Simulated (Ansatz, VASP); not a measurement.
One calculation of ScAlN2, two programs

INCAR

```
SYSTEM = ScAlN2
ALGO     = Normal         ! electronic algorithm
EDIFF    = 1E-6           ! SCF threshold, eV
ENCUT    = 520            ! plane-wave cutoff, eV
GGA      = PE             ! functional
ISIF     = 2              ! what is computed and relaxed
ISMEAR   = 0              ! smearing method
LASPH    = .True.         ! aspherical terms in the spheres
LCHARG   = .False.        ! write CHGCAR
LREAL    = .False.        ! projectors in reciprocal space
LWAVE    = .False.        ! write WAVECAR
NBANDS   = 20             ! bands
NELM     = 80             ! most SCF steps
PREC     = Accurate       ! precision mode
SIGMA    = 0.01           ! smearing width, eV
```

The input KPOINTS:

```
k-points
0
Gamma
  8 8 6
  0 0 0
```

File POSCAR:

```
ScAlN2
1.0
    3.0598169965      0.0000000000      0.0000000000
    0.0000000000      3.0598169965      0.0000000000
    0.0000000000      0.0000000000      4.3456917870
Sc N Al
1 2 1
Direct
    0.0000000000      0.0000000000      0.0000000000
    0.0000000000      0.0000000000      0.5000000000
    0.5000000000      0.5000000000      0.0000000000
    0.5000000000      0.5000000000      0.5000000000
```

Input for Ansatz:

```yaml
crystal:
  lattice:
    - [3.0598169965, 0.0, 0.0]
    - [0.0, 3.0598169965, 0.0]
    - [0.0, 0.0, 4.345691787]
  atoms:
    - { symbol: Sc, position: [0.0, 0.0, 0.0] }
    - { symbol: "N", position: [0.0, 0.0, 0.5] }
    - { symbol: Al, position: [0.5, 0.5, 0.5] }
    - { symbol: "N", position: [0.5, 0.5, 0.0] }
kpoints:
  mp_grid: { grid: [8, 8, 6] }
hamiltonian:
  xc: pbe
scf:
  occupations: { method: fixed }
  n_extra_bands: 5
output:
  forces: true
  stress: true
  eigenvalues: true
```

Alike in both runs: task single point; functional PBE; k mesh 8 × 8 × 6; no spin polarisation.

|  | VASP | Ansatz |
| --- | --- | --- |
| version | VASP 6.6.1 | Ansatz 0.2.0 |
| potentials or method | VASP PAW PBE potentials, release 64 (Sc_sv, N, Al) | plane waves, PAW |
| plane-wave cutoff (eV) | 520 | 420 |
| occupations | gaussian, width 0.01 eV | fixed |
| valence electrons in the cell | 24 | 24 |

Ansatz gave:

| Quantity | Value |
| --- | --- |
| gap on the k mesh at the Fermi level (eV) | 0.74 |
| pressure (GPa) | 0.0 |

Task: Which values does VASP return?

Result: gap on the k mesh at the Fermi level (eV): 0.72; pressure (GPa): 0.7.
